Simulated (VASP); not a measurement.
**Pb2Se: relaxation of cell and atoms with PBE**

The system is Pb2Se.

```
Pb Se
1.0
     7.36750    0.00000    0.00000
     0.00000    7.36750    0.00000
     0.00000    0.00000    4.01108
Pb Se
4 2
Direct
  0.28422 0.28422 0.00000
  0.21578 0.78422 0.50000
  0.71578 0.71578 0.00000
  0.78422 0.21578 0.50000
  0.00000 0.00000 0.00000
  0.50000 0.50000 0.50000
```

```json
{"Program": "VASP 6.6.1", "Task": "relaxation of cell and atoms", "Functional": "PBE", "Potentials or basis": "VASP PAW PBE potentials, release 64 (Pb_d, Se)", "Cutoff": "600 eV", "k mesh": "6 × 6 × 10", "Occupations": "gaussian, width 0.1 eV", "Spin": "no spin polarisation", "Dipole correction": "no", "Further INCAR settings": "ALGO = Fast; EDIFF = 1e-06; IBRION = 2; EDIFFG = -0.01; NSW = 100; ISIF = 3"}
```

```yaml
Relaxed_volume: 36.32 Å³/atom
Relaxed_cell: a = 7.464 Å, b = 7.464 Å, c = 3.911 Å, α = 90.00°, β = 90.00°, γ = 90.00°
Space_group_after_relaxing_to_0.1_Å: P4_2/mnm (No. 136)
Energy_gained_by_relaxing: 2.0 meV/atom
Ionic_steps: 15
Pressure_after_relaxing: 0.0 GPa
Largest_force_after_relaxing: 0.003 eV/Å
Band_gap_on_the_k_mesh: zero (bands 34 and 35 overlap by 1.54 eV)
```

Forces on the atoms (eV/Å):
```
Pb   0.002  0.002  0.000
Pb  -0.002  0.002  0.000
Pb  -0.002 -0.002  0.000
Pb   0.002 -0.002  0.000
Se   0.000  0.000  0.000
Se   0.000  0.000  0.000
```

Step by step:
```
step  energy change (eV)  largest force (eV/Å)  pressure (GPa)  volume (Å³)
   1              0.0000                0.0162            0.23       217.72
   2             -0.0039                0.0140           -0.04       219.34
   3             -0.0045                0.0138           -0.25       220.61
   4             -0.0075                0.0224           -0.23       220.15
   5             -0.0108                0.0414           -0.11       218.71
   6             -0.0109                0.0417           -0.12       218.96
   7             -0.0116                0.0317            0.07       217.78
   8             -0.0116                0.0385            0.02       217.88
   9             -0.0116                0.0294            0.05       217.82
  10             -0.0119                0.0215            0.04       217.97
  11             -0.0121                0.0086           -0.06       218.37
  12             -0.0122                0.0078           -0.03       218.21
  13             -0.0122                0.0016           -0.03       218.23
  14             -0.0122                0.0092           -0.03       218.22
  15             -0.0123                0.0032            0.01       217.89
```

Final structure:
```
Pb Se
1.0
     7.46367    0.00000    0.00000
     0.00000    7.46367    0.00000
     0.00000    0.00000    3.91141
Pb Se
4 2
Cartesian
  2.1087 2.1087 0.0000
  1.6231 5.8406 1.9557
  5.3549 5.3549 3.9114
  5.8406 1.6231 1.9557
  0.0000 0.0000 0.0000
  3.7318 3.7318 1.9557
```

Levels at points of the mesh, in eV from the Fermi level:
| k point | band 31 | band 32 | band 33 | band 34 | band 35 | band 36 | band 37 | band 38 |
| --- | --- | --- | --- | --- | --- | --- | --- | --- |
| (0.00, 0.00, 0.00) | -1.71 | -0.81 | -0.81 | 0.48 | 1.19 | 1.19 | 1.49 | 2.74 |
| (0.50, 0.00, 0.00) | -2.03 | -2.03 | -1.13 | -1.13 | 1.90 | 1.90 | 2.56 | 2.56 |
| (0.50, 0.50, 0.00) | -1.05 | -1.05 | -0.04 | -0.04 | 0.02 | 0.02 | 0.93 | 0.93 |
| (0.00, 0.00, 0.50) | -2.92 | -2.92 | -0.79 | -0.79 | -0.06 | -0.06 | 0.04 | 0.04 |
| (0.50, 0.00, 0.50) | -1.51 | -1.51 | -1.23 | -1.23 | 0.84 | 0.84 | 1.06 | 1.06 |
| (0.50, 0.50, 0.50) | -2.88 | -2.88 | -0.56 | -0.56 | -0.17 | -0.17 | 1.24 | 1.24 |

It took 100 min on 1 thread of Oxide Virtual Turin-like Processor, on a shared host, peak memory 0.67 GiB.

Caveat: spin-orbit coupling is left out, which moves the levels of the heavy elements.
